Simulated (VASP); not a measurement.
Here is a VASP 6.6.1 calculation.

INCAR

```
SYSTEM = RbCl
PREC = Accurate ; ENCUT = 500
EDIFF = 1E-6 ; ISMEAR = -1
SIGMA = 0.02 ; LREAL = .FALSE.
LASPH = .TRUE. ; NELM = 120
ALGO = Normal ; ISIF = 2
LWAVE = .FALSE. ; LCHARG = .FALSE.
GGA = PE ; NBANDS = 15
GGA_COMPAT = .FALSE.
```

KPOINTS

```
Automatic mesh
0
G
  6 6 6
  0 0 0
```

File POSCAR:

```
RbCl
1.0
    0.0000000000      3.3058128222      3.3058128222
    3.3058128222      0.0000000000      3.3058128222
    3.3058128222      3.3058128222      0.0000000000
Rb Cl
1 1
Direct
    0.0000000000      0.0000000000      0.0000000000
    0.5000000000      0.5000000000      0.5000000000
```

Potentials or basis: VASP PAW PBE potentials, release 64 (Rb_sv, Cl).

The run is started by

```console
$ cat potpaw_PBE.64/Rb_sv/POTCAR potpaw_PBE.64/Cl/POTCAR > POTCAR
$ mpirun -np 1 vasp_std > vasp.out
```

(1) What does it give for the band gap on the k mesh?

(2) Predict the pressure.

Results:

(1) 4.95 eV.

(2) 0.6 GPa.
